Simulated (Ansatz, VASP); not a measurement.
## WS2 in VASP and in Ansatz

INCAR

```
  ALGO = Normal
  EDIFF = 1E-6
  ENCUT = 520
  GGA = PS
  ISIF = 2
  ISMEAR = 0
  LASPH = T
  LCHARG = F
  LREAL = F
  LWAVE = F
  NBANDS = 20
  NELM = 80
  PREC = Accurate
  SIGMA = 0.05
```

File KPOINTS:

```
k-points
0
Gamma
  12 12 2
```

The input POSCAR:

```
WS2
1.0
    3.3030650360      0.0000000000      0.0000000000
   -1.6515325180      2.8605382316      0.0000000000
    0.0000000000      0.0000000000     16.5295855575
W S
1 2
Direct
    0.3333333333      0.6666666667      0.0000000000
    0.6666666667      0.3333333333      0.9075761491
    0.6666666667      0.3333333333      0.0924238509
```

Input for Ansatz:

```yaml
crystal:
  lattice:
    - [3.303065036, 0.0, 0.0]
    - [-1.651532518, 2.8605382316, 0.0]
    - [0.0, 0.0, 16.5295855575]
  atoms:
    - { symbol: W, position: [0.3333333333, 0.6666666667, 0.0] }
    - { symbol: S, position: [0.6666666667, 0.3333333333, 0.9075761491] }
    - { symbol: S, position: [0.6666666667, 0.3333333333, 0.0924238509] }
basis:
  ecutwfc: 420
kpoints:
  mp_grid: { grid: [12, 12, 2] }
hamiltonian:
  xc: pbesol
scf:
  occupations: { method: gaussian, width: 0.05 }
output:
  forces: true
  stress: true
  eigenvalues: true
```

Change from the starting cell: strain +0.050 along x and y, -0.025 along z, atoms carried along.

Alike in both runs: task single point; functional PBEsol; k mesh 12 × 12 × 2; occupations gaussian, width 0.05 eV; no spin polarisation.

|  | VASP | Ansatz |
| --- | --- | --- |
| version | VASP 6.6.1 | Ansatz 0.2.0 |
| potentials or method | VASP PAW PBE potentials, release 64 (W_sv, S), cutoff 520 eV | scalar-relativistic, plane waves, PAW |
| valence electrons in the cell | 26 | 26 |

Ansatz gave:

- gap on the k mesh at the Fermi level (eV): 0.94
- least direct gap on the mesh (eV): 1.37
- rms of the force components (eV/Å): 0.131

Task: What did VASP give for the same quantities?

Result: gap on the k mesh at the Fermi level (eV): 0.95; least direct gap on the mesh (eV): 1.38; rms of the force components (eV/Å): 0.123.

VASP's potentials were made for PBE, not for PBEsol. Atom by atom the forces differ by 0.009 eV/Å (rms over components).

Neither program's run includes spin-orbit coupling.
